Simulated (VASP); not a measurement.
## BaS (kn): single point with PBEsol

BaS (kn):

```
Ba S
1.0
     0.00000    3.16592    3.16592
     3.16592    0.00000    3.16592
     3.16592    3.16592    0.00000
Ba S
1 1
Direct
  0.00000 0.00000 0.00000
  0.50000 0.50000 0.50000
```

* Program: VASP 6.6.1
* Task: single point
* Functional: PBEsol
* Potentials or basis: VASP PAW PBE potentials, release 64 (Ba_sv, S)
* Cutoff: 500 eV
* k mesh: 4 × 4 × 4
* Occupations: gaussian, width 0.02 eV
* Spin: no spin polarisation
* Dipole correction: no
* Further INCAR settings: ALGO = Normal; EDIFF = 1e-06; NBANDS = 15

- Pressure: 0.7 GPa
- Band gap on the k mesh: 1.93 eV, indirect (least direct gap 2.05 eV)

Levels at points of the mesh, in eV from the valence-band top:
| k point | band 4 | band 5 | band 6 | band 7 | band 8 | band 9 | band 10 | band 11 | band 12 | band 13 |
| --- | --- | --- | --- | --- | --- | --- | --- | --- | --- | --- |
| (0.00, 0.00, 0.00) | -11.00 | -10.39 | 0.00 | 0.00 | 0.00 | 3.53 | 3.78 | 3.78 | 3.78 | 4.76 |
| (0.50, 0.00, 0.00) | -11.05 | -9.00 | -2.06 | -1.16 | -1.16 | 5.55 | 5.60 | 6.35 | 6.35 | 8.94 |
| (0.50, 0.50, 0.00) | -11.22 | -10.30 | -0.51 | -0.13 | -0.13 | 1.93 | 5.96 | 6.08 | 7.62 | 7.62 |

Run time: 17 s on 1 thread of AMD EPYC 7R43 64-Core Processor (Zen 3), on a shared host, peak memory 0.16 GiB.

Caveat: the k points lie up to 0.43 Å⁻¹ apart; the PAW data sets were made with another functional, which shifts forces and pressure a little; spin-orbit coupling is left out, which moves the levels of the heavy elements. A k mesh can miss the band edges.
